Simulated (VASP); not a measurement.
# TaN (C2/m) in VASP: a series of runs

The runs below take TaN through single point, with PBEsol.

Everything below comes from runs of VASP 6.6.1. Logs are shortened: lines on timing, memory, paths and dates and some standing lists are left out, and cuts for length are marked.

### 1 The cell of the first run

The typed cell holds 2 atoms: a = 3.036 Å, b = 3.036 Å, c = 3.132 Å, α = 90.00°, β = 61.02°, γ = 120.00°.

### 2 Single point, PBEsol

File INCAR:

```
  ALGO = Normal
  EDIFF = 1E-6
  ENCUT = 600
  GGA = PS
  GGA_COMPAT = F
  ISIF = 2
  ISMEAR = 0
  LASPH = T
  LCHARG = F
  LREAL = F
  LWAVE = F
  NBANDS = 15
  NELM = 120
  PREC = Accurate
  SIGMA = 0.1
```

File KPOINTS:

```
k-points
0
Gamma
  12 12 13
```

File POSCAR:

```
TaN
1.0
    3.0358717017     -0.0000000136     -0.0003780923
   -1.5179358626      2.6291420367      0.0000000000
    1.5176139640      0.8761948306      2.5955920604
Ta N
1 1
Direct
    0.0000000000      0.0000000000      0.0000000000
    0.0000000000      0.5000000000      0.5000000000
```

Potentials or basis: VASP PAW PBE potentials, release 64 (Ta_pv, N).

Run with:

```console
$ cat potpaw_PBE.64/Ta_pv/POTCAR potpaw_PBE.64/N/POTCAR > POTCAR
$ mpirun -np 1 vasp_std > vasp.out
```

OUTCAR:

```text
EDIFF = 1E-6
   ENCUT = 600
   GGA = PS
   ISIF = 2
   ISMEAR = 0
   LASPH = T
   LREAL = F
   NELM = 120
   PREC = Accurate

 ion  position               nearest neighbor table
   1  0.000  0.000  0.000-   2 2.18   2 2.18   2 2.18   2 2.18   2 2.18   2 2.18
   2  0.000  0.500  0.500-   1 2.18   1 2.18   1 2.18   1 2.18   1 2.18   1 2.18

  LATTYP: Found a base centered monoclinic cell.
 ALAT       =     5.2582840734
 B/A-ratio  =     0.5773502692
 C/A-ratio  =     0.5955873543
 COS(beta)  =    -0.5594337307

  Lattice vectors:

 A1 = (  -3.0358717017,   0.0000000136,   0.0003780923)
 A2 = (  -1.5179358391,  -2.6291420231,   0.0003780923)
 A3 = (   1.5176139640,   0.8761948306,   2.5955920604)

Analysis of symmetry for initial positions (statically):
=====================================================================
 Subroutine PRICEL returns:
 Original cell was already a primitive cell.

 Routine SETGRP: Setting up the symmetry group for a
 base centered monoclinic supercell.

 Subroutine GETGRP returns: Found  4 space group operations
 (whereof  4 operations were pure point group operations)
 out of a pool of  4 trial point group operations.

The static configuration has the point symmetry C_2h.

Analysis of symmetry for dynamics (positions and initial velocities):
=====================================================================
 Subroutine PRICEL returns:
 Original cell was already a primitive cell.

 Routine SETGRP: Setting up the symmetry group for a
 base centered monoclinic supercell.

 Subroutine GETGRP returns: Found  4 space group operations
 (whereof  4 operations were pure point group operations)
 out of a pool of  4 trial point group operations.

The dynamic configuration has the point symmetry C_2h.

 Subroutine INISYM returns: Found  4 space group operations
 (whereof  4 operations are pure point group operations),
 and found     1 'primitive' translations

----------------------------------------------------------------------------------------

                                     Primitive cell

  volume of cell :      20.7193

  direct lattice vectors                    reciprocal lattice vectors
     3.035871702 -0.000000014 -0.000378092     0.329362707  0.190157647 -0.256766308
    -1.517935863  2.629142037  0.000000000    -0.000015987  0.380342986 -0.128383154
     1.517613964  0.876194831  2.595592060     0.000047977  0.000027700  0.385231152

  length of vectors
     3.035871725  3.035871725  3.131767499     0.458877610  0.401426234  0.385231156

  position of ions in fractional coordinates (direct lattice)
     0.000000000  0.000000000  0.000000000
     1.000000000  0.500000000  0.500000000

  ion indices of the primitive-cell ions
   primitive index   ion index
                 1           1
                 2           2

----------------------------------------------------------------------------------------

 KPOINTS: k-points

Automatic generation of k-mesh.
 Grid dimensions read from file:
 generate k-points for:   12   12   13

 Generating k-lattice:

  Cartesian coordinates                     Fractional coordinates (reciprocal lattice)
     0.027446892  0.015846471 -0.021397192     0.083333333  0.000000000  0.000000000
    -0.000001332  0.031695249 -0.010698596     0.000000000  0.083333333  0.000000000
     0.000003691  0.000002131  0.029633166     0.000000000 -0.000000000  0.076923077

  Length of vectors
     0.038239801  0.033452186  0.029633166

  Shift w.r.t. Gamma in fractional coordinates (k-lattice)
     0.000000000  0.000000000  0.000000000

 Subroutine IBZKPT returns following result:
 ===========================================

 Found    511 irreducible k-points:

 Following reciprocal coordinates:
            Coordinates               Weight
  0.000000  0.000000  0.000000      1.000000
  0.083333 -0.000000 -0.000000      2.000000
  0.166667 -0.000000 -0.000000      2.000000
  0.250000 -0.000000 -0.000000      2.000000
  0.333333 -0.000000 -0.000000      2.000000
  0.416667 -0.000000 -0.000000      2.000000
[... 16 lines left out ...]
  0.166667  0.250000  0.000000      4.000000
  0.250000  0.250000 -0.000000      4.000000
 [... further k-points ...]
   k-points           NKPTS =    511   k-points in BZ     NKDIM =    511   number of bands    NBANDS=     15
   number of dos      NEDOS =    301   number of ions     NIONS =      2
   total plane-waves  NPLWV =  16128
   dimension x,y,z NGX =    24 NGY =   24 NGZ =   28
   dimension x,y,z NGXF=    48 NGYF=   48 NGZF=   56
   ions per type =               1   1
   NGX,Y,Z   is equivalent  to a cutoff of  13.14, 13.14, 14.86 a.u.
   NGXF,Y,Z  is equivalent  to a cutoff of  26.29, 26.29, 29.73 a.u.
 SYSTEM =  unknown system
   PREC   = accura    normal or accurate (medium, high low for compatibility)
   ISTART =      0    job   : 0-new  1-cont  2-samecut
   ICHARG =      2    charge: 1-file 2-atom 10-const
   ISPIN  =      1    spin polarized calculation?
   LNONCOLLINEAR =      F non collinear calculations
   LSORBIT =      F    spin-orbit coupling
   LASPH  =      T    aspherical Exc in radial PAW
   ENCUT  =  600.0 eV  44.10 Ry    6.64 a.u.   6.06  6.06  6.25*2*pi/ulx,y,z
   NELM   =    120;   NELMIN=  2; NELMDL= -5     # of ELM steps
   EDIFF  = 0.1E-05   stopping-criterion for ELM
   LREAL  =      F    real-space projection
   EDIFFG = 0.1E-04   stopping-criterion for IOM
   NSW    =      0    number of steps for IOM
   IBRION =     -1    ionic relax: 0-MD 1-quasi-New 2-CG
   NFREE  =      0    steps in history (QN), initial steepest desc. (CG)
   ISIF   =      2    stress and relaxation
   ISYM   =      2    0-nonsym 1-usesym 2-fastsym
   POTIM  = 0.5000    time-step for ionic-motion
   TEBEG  =    0.0;   TEEND  =   0.0 temperature during run
   PSTRESS=    0.0 pullay stress
   NELECT =      16.0000    total number of electrons
   NUPDOWN=      -1.0000    fix difference up-down
   EMIN   =  10.00;   EMAX   =-10.00  energy-range for DOS
   EFERMI =   0.00;   METHOD = LEGACY
   ISMEAR =     0;   SIGMA  =   0.10  broadening in eV -4-tet -1-fermi 0-gaus
   EFERMI_NEDOS =   21; number of points for ismear=-14 and -15
   IALGO  =     38    algorithm
   IMIX   =      4    mixing-type and parameters
     AMIX     =   0.40;   BMIX     =  1.00
     AMIX_MAG =   1.60;   BMIX_MAG =  1.00
  volume/ion in A,a.u.               =      10.36        69.91
  Fermi-wavevector in a.u.,A,eV,Ry     =   1.501952  2.838278 30.692848  2.255861
  Thomas-Fermi vector in A             =   2.613256
   LORBIT       =      0    0 simple, 1 ext, 2 COOP (PROOUT), +10 PAW based schemes
   GGA     = PS    functional components
   LHFCALC =     F    Hartree Fock is set to
   AEXX    =    0.0000 exact exchange contribution
   IVDW    =     0    specifies the selected vdW correction
   LEPSILON=     F    determine dielectric tensor
   LRPA    =     F    only Hartree local field effects (RPA)
 non-spin polarized calculation
 Gauss-broadening in eV      SIGMA  =   0.10
  energy-cutoff  :      600.00
  volume of cell :       20.72
 maximum number of plane-waves:       704
   NGX = 13   NGY = 13   NGZ = 13

 number of electron      15.9999999 magnetization

 Free energy of the ion-electron system (eV)
  ---------------------------------------------------
  ext. energy  EPLUGINS =         0.00000000
  ---------------------------------------------------
  free energy    TOTEN  =       -23.19759266 eV

  energy without entropy =      -23.19288861  energy(sigma->0) =      -23.19524064

 E-fermi :   9.6319     XC(G=0): -13.7330

 val. band max:        9.6286771812   @ k =   0.3333   0.0833   0.4615
 cond. band min:       9.6368996469   @ k =  -0.2500   0.2500   0.1538
 fundamental gap:      0.0082224657
 Fermi energy:         9.6319435020

 k-point     1 :       0.0000    0.0000    0.0000
  band No.  band energies     occupation
      1     -26.0641      2.00000
      2     -25.9506      2.00000
      3     -25.9489      2.00000
      4      -9.3443      2.00000
      5       5.6323      2.00000
      6       5.9159      2.00000
      7       5.9167      2.00000
      8       6.9429      2.00000
      9       7.6965      2.00000
     10       7.6971      2.00000
     11       9.7382      0.13285
     12       9.7399      0.12671
     13      11.5049      0.00000
     14      19.0879      0.00000
     15      22.0863      0.00000

 k-point     2 :       0.0833   -0.0000   -0.0000
  band No.  band energies     occupation
      1     -26.0979      2.00000
      2     -26.0033      2.00000
      3     -25.9712      2.00000
      4      -9.1122      2.00000
      5       4.3538      2.00000
      6       5.2774      2.00000
      7       5.5093      2.00000
      8       7.0411      2.00000
      9       8.1006      2.00000
     10       8.4596      2.00000
     11       9.8656      0.00095
     12      10.7518      0.00000
     13      12.4600      0.00000
     14      19.8035      0.00000
     15      22.0858      0.00000

 k-point     3 :       0.1667   -0.0000   -0.0000
  band No.  band energies     occupation
      1     -26.2293      2.00000
      2     -26.1026      2.00000
      3     -26.0273      2.00000
      4      -8.5427      2.00000
      5       2.4465      2.00000
      6       4.7689      2.00000
      7       5.0361      2.00000
      8       6.2982      2.00000
      9       9.5525      1.73903
     10       9.8743      0.00061
     11      10.2653      0.00000
     12      11.5006      0.00000
     13      15.1340      0.00000
     14      21.6834      0.00000
     15      22.0842      0.00000

 k-point     4 :       0.2500   -0.0000   -0.0000
  band No.  band energies     occupation
      1     -26.4334      2.00000
      2     -26.1921      2.00000
      3     -26.1035      2.00000
      4      -7.9955      2.00000
      5       1.3977      2.00000
      6       4.5726      2.00000
      7       4.8440      2.00000
      8       5.4048      2.00000
      9      10.6651      0.00000
     10      11.1659      0.00000
     11      11.5302      0.00000
     12      12.2984      0.00000
     13      17.4981      0.00000
     14      22.0768      0.00000
     15      24.2105      0.00000
[... 307 lines left out ...]
 k-point    22 :       0.0833    0.2500   -0.0000
  band No.  band energies     occupation
      1     -26.6272      2.00000
      2     -26.1328      2.00000
      3     -26.0508      2.00000
      4      -7.3631      2.00000
      5       0.9168      2.00000
      6       2.5639      2.00000
      7       2.9834      2.00000
      8       8.5202      2.00000
      9      10.1789      0.00000
     10      10.8270      0.00000
     11      14.0549      0.00000
     12      14.4341      0.00000
     13      16.3425      0.00000
     14      22.0112      0.00000
     15      22.4203      0.00000

 k-point    23 :       0.1667    0.2500    0.0000
  band No.  band energies     occupation
      1     -26.7228      2.00000
      2     -26.1919      2.00000
      3     -26.1573      2.00000
      4      -7.0538      2.00000
      5       0.5507      2.00000
      6       2.4674      2.00000
      7       2.9268      2.00000
      8       8.0023      2.00000
      9      11.3728      0.00000
     10      12.3045      0.00000
     11      14.3705      0.00000
     12      14.6543      0.00000
     13      17.7812      0.00000
     14      21.0193      0.00000
     15      22.1271      0.00000

 k-point    24 :       0.2500    0.2500   -0.0000
  band No.  band energies     occupation
      1     -26.7360      2.00000
      2     -26.3194      2.00000
      3     -26.2348      2.00000
      4      -7.1514      2.00000
      5       1.0892      2.00000
      6       2.5950      2.00000
      7       3.0364      2.00000
      8       7.6709      2.00000
      9      11.8518      0.00000
     10      12.6931      0.00000
     11      14.6746      0.00000
     12      15.2062      0.00000
     13      18.2269      0.00000
     14      19.7519      0.00000
     15      22.1075      0.00000

 [... further k-points ...]

------------------------ aborting loop because EDIFF is reached ----------------------------------------

  FORCE on cell =-STRESS in cart. coord.  units (eV):
  Direction    XX          YY          ZZ          XY          YZ          ZX
  --------------------------------------------------------------------------------------
  -------------------------------------------------------------------------------------
  Total        0.9078795      0.9097520      0.1273675     -0.0016216      0.0015239      0.0026395
  in kB       70.2041444     70.3489370      9.8490266     -0.1253941      0.1178412      0.2041071
  external PRESSURE =      50.1340360 kB  Pullay stress =       0.0000000 kB

 VOLUME and BASIS-vectors are now :
 -----------------------------------------------------------------------------
  energy-cutoff  :      600.00
  volume of cell :       20.72
      direct lattice vectors                 reciprocal lattice vectors
     3.035871702 -0.000000014 -0.000378092     0.329362707  0.190157647 -0.256766308
    -1.517935863  2.629142037  0.000000000    -0.000015987  0.380342986 -0.128383154
     1.517613964  0.876194831  2.595592060     0.000047977  0.000027700  0.385231152

 POSITION                                       TOTAL-FORCE (eV/Angst)
 -----------------------------------------------------------------------------------
      0.00000      0.00000      0.00000         0.000000      0.000000      0.000000
     -0.00016      1.75267      1.29780        -0.000000      0.000000      0.000000
 -----------------------------------------------------------------------------------
    total drift:                               -0.000000      0.000000      0.000000

  FREE ENERGIE OF THE ION-ELECTRON SYSTEM (eV)
  ---------------------------------------------------
  free  energy   TOTEN  =       -23.1975926618 eV

  energy  without entropy=      -23.1928886118  energy(sigma->0) =      -23.19524064
```

Wall time 96 s (1 thread of Intel Xeon Platinum 8259CL at 2.50GHz (Skylake/Cascade Lake), shared host); peak memory 0.31 GiB.

Results:

| Quantity | Value |
| --- | --- |
| Free energy | -23.1976 eV |
| Pressure | 5.0 GPa |
| Band gap on the k mesh | zero (bands 8 and 9 overlap by 3.62 eV) |

Stress tensor (GPa, compression positive):
```
 7.02 -0.01  0.02
-0.01  7.03  0.01
 0.02  0.01  0.98
```

Levels at points of the mesh, in eV from the Fermi level:
| k point | band 6 | band 7 | band 8 | band 9 | band 10 | band 11 |
| --- | --- | --- | --- | --- | --- | --- |
| (0.00, 0.00, 0.00) | -3.72 | -3.72 | -2.69 | -1.94 | -1.93 | 0.11 |
| (0.50, 0.00, 0.00) | -5.65 | -4.74 | -4.49 | 2.17 | 3.64 | 3.81 |
| (0.00, 0.50, 0.00) | -8.05 | -7.57 | 1.32 | 2.50 | 2.62 | 3.89 |

Caveat: the cell stands under pressure; the PAW data sets were made with another functional, which shifts forces and pressure a little; spin-orbit coupling is left out, which moves the levels of the heavy elements.

### 3 Single point, PBEsol

File INCAR:

```
SYSTEM = TaN
ALGO     = Normal         ! electronic algorithm
EDIFF    = 1E-6           ! SCF threshold, eV
ENCUT    = 600            ! plane-wave cutoff, eV
GGA      = PS             ! functional
GGA_COMPAT= .False.      
ISIF     = 2              ! what is computed and relaxed
ISMEAR   = 0              ! smearing method
LASPH    = .True.         ! aspherical terms in the spheres
LCHARG   = .True.         ! write CHGCAR
LELF     = .True.         ! ELF
LREAL    = .False.        ! projectors in reciprocal space
LVHAR    = .True.       
LWAVE    = .False.        ! write WAVECAR
NBANDS   = 15             ! bands
NELM     = 120            ! most SCF steps
PREC     = Accurate       ! precision mode
SIGMA    = 0.1            ! smearing width, eV
```

File KPOINTS:

```
k-points
0
Gamma
  12 12 13
  0 0 0
```

POSCAR is that of step 2.

Potentials or basis: VASP PAW PBE potentials, release 64 (Ta_pv, N).

Run with:

```console
$ cat potpaw_PBE.64/Ta_pv/POTCAR potpaw_PBE.64/N/POTCAR > POTCAR
$ mpirun -np 1 vasp_std > vasp.out
```

Run time: 98 s. Hardware: 1 thread of Intel Xeon Platinum 8259CL at 2.50GHz (Skylake/Cascade Lake), shared host; peak memory 0.31 GiB.

It converged, with:

```yaml
Free_energy: -23.1976 eV
Pressure: 5.0 GPa
Band_gap_on_the_k_mesh: zero (bands 8 and 9 overlap by 3.62 eV)
```

Stress tensor (GPa, compression positive):
```
 7.02 -0.01  0.02
-0.01  7.03  0.01
 0.02  0.01  0.98
```

Levels at points of the mesh, in eV from the Fermi level:
```csv
k point,band 6,band 7,band 8,band 9,band 10,band 11
"(0.00, 0.00, 0.00)",-3.72,-3.72,-2.69,-1.94,-1.93,0.11
"(0.50, 0.00, 0.00)",-5.65,-4.74,-4.49,2.17,3.64,3.81
"(0.00, 0.50, 0.00)",-8.05,-7.57,1.32,2.50,2.62,3.89
```

Caveat: the cell stands under pressure; the PAW data sets were made with another functional, which shifts forces and pressure a little; spin-orbit coupling is left out, which moves the levels of the heavy elements.
